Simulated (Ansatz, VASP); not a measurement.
# Ir in VASP and in Ansatz

INCAR

```
SYSTEM = Ir
  ALGO = Normal
  EDIFF = 1E-6
  ENCUT = 520
  GGA = RP
  ISIF = 2
  ISMEAR = 0
  LASPH = .TRUE.
  LCHARG = .TRUE.
  LELF = .TRUE.
  LREAL = .FALSE.
  LVHAR = .TRUE.
  LWAVE = .FALSE.
  NBANDS = 10
  NELM = 100
  PREC = Accurate
  SIGMA = 0.1
```

The input KPOINTS:

```
k-points
0
G
  8 8 8
  0 0 0
```

The input POSCAR:

```
Ir
1.0
    0.0000000000      1.9156000000      1.9156000000
    1.9156000000      0.0000000000      1.9156000000
    1.9156000000      1.9156000000      0.0000000000
Ir
1
Direct
    0.0000000000      0.0000000000      0.0000000000
```

Input for Ansatz:

```yaml
crystal:
  lattice:
    - [0.0, 1.9156, 1.9156]
    - [1.9156, 0.0, 1.9156]
    - [1.9156, 1.9156, 0.0]
  atoms:
    - { symbol: Ir, position: [0.0, 0.0, 0.0] }
basis:
  ecutwfc: 420
kpoints:
  mp_grid: { grid: [8, 8, 8] }
hamiltonian:
  xc: rpbe
scf:
  occupations: { method: gaussian, width: 0.1 }
output:
  forces: true
  stress: true
  eigenvalues: true
```

Alike in both runs: task single point; functional RPBE; k mesh 8 × 8 × 8; occupations gaussian, width 0.1 eV; no spin polarisation.

```csv
,VASP,Ansatz
version,VASP 6.6.1,Ansatz 0.2.0
potentials or method,"VASP PAW PBE potentials, release 64 (Ir), cutoff 520 eV","scalar-relativistic, plane waves, PAW"
valence electrons in the cell,9,17
```

|  | VASP | Ansatz | Ansatz less VASP |
| --- | --- | --- | --- |
| gap on the k mesh at the Fermi level (eV) | none | none | - |
| pressure (GPa) | 17.8 | 17.3 | -0.49 |

VASP's potentials were made for PBE, not for RPBE. A gap of «none» marks a metal or a gap that the smearing closes. VASP's potentials hold 9 valence electrons a cell and Ansatz's 17, so a difference there can come from the potentials and not from the codes.

Neither program's run includes spin-orbit coupling.
